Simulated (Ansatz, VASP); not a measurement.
# Two plane-wave programs on Ti3Al

File INCAR:

```
SYSTEM = Ti3Al
PREC     = Accurate       ! precision mode
ENCUT    = 520            ! plane-wave cutoff, eV
EDIFF    = 1E-6           ! SCF threshold, eV
ISMEAR   = 0              ! smearing method
SIGMA    = 0.15           ! smearing width, eV
LREAL    = .FALSE.        ! projectors in reciprocal space
LASPH    = .TRUE.         ! aspherical terms in the spheres
NELM     = 80             ! most SCF steps
ALGO     = Fast           ! electronic algorithm
ISIF     = 2              ! what is computed and relaxed
LWAVE    = .FALSE.        ! write WAVECAR
LCHARG   = .TRUE.         ! write CHGCAR
GGA      = PE             ! functional
LELF     = .TRUE.         ! ELF
LVHAR    = .TRUE.       
NBANDS   = 28             ! bands
```

File KPOINTS:

```
Automatic mesh
0
G
  15 15 6
  0 0 0
```

POSCAR

```
Ti3Al
1.0
    3.0123075325      0.0000000000      0.0000000000
   -1.5061537662      2.6087348472      0.0000000000
    0.0000000000      0.0000000000      8.7323783060
Ti Al
3 1
Direct
    0.6666666667      0.3333333333      0.0000000000
    0.3333333333      0.6666666667      0.7342089107
    0.3333333333      0.6666666667      0.2657910893
    0.6666666667      0.3333333333      0.5000000000
```

Input for Ansatz:

```yaml
crystal:
  lattice:
    - [3.0123075325, 0.0, 0.0]
    - [-1.5061537662, 2.6087348472, 0.0]
    - [0.0, 0.0, 8.732378306]
  atoms:
    - { symbol: Ti, position: [0.6666666667, 0.3333333333, 0.0] }
    - { symbol: Ti, position: [0.3333333333, 0.6666666667, 0.7342089107] }
    - { symbol: Ti, position: [0.3333333333, 0.6666666667, 0.2657910893] }
    - { symbol: Al, position: [0.6666666667, 0.3333333333, 0.5] }
basis:
  ecutwfc: 520.0
kpoints:
  mp_grid: { grid: [15, 15, 6] }
hamiltonian:
  xc: pbe
  pseudopotentials: { kind: paw, azcp: { folder: soft_1 } }
scf:
  occupations: { method: gaussian, width: 0.15 }
output:
  forces: true
  stress: true
  eigenvalues: true
```

Alike in both runs: task single point; functional PBE; k mesh 15 × 15 × 6; occupations gaussian, width 0.15 eV; no spin polarisation.

|  | VASP | Ansatz |
| --- | --- | --- |
| version | VASP 6.6.1 | Ansatz 0.2.0 |
| potentials or method | VASP PAW PBE potentials, release 64 (Ti_sv, Al), cutoff 520 eV | scalar-relativistic, plane waves, PAW |
| valence electrons in the cell | 39 | 39 |

|  | VASP | Ansatz | Ansatz less VASP |
| --- | --- | --- | --- |
| gap on the k mesh at the Fermi level (eV) | none | none | - |
| pressure (GPa) | 1.5 | 1.7 | +0.15 |
| traceless stress, the component that is largest in VASP (GPa) | 8.41 | 8.42 | +0.002 |
| rms of the force components (eV/Å) | 0.546 | 0.542 | -0.0038 |

Atom by atom the forces differ by 0.004 eV/Å (rms over components). A gap of «none» marks a metal or a gap that the smearing closes.
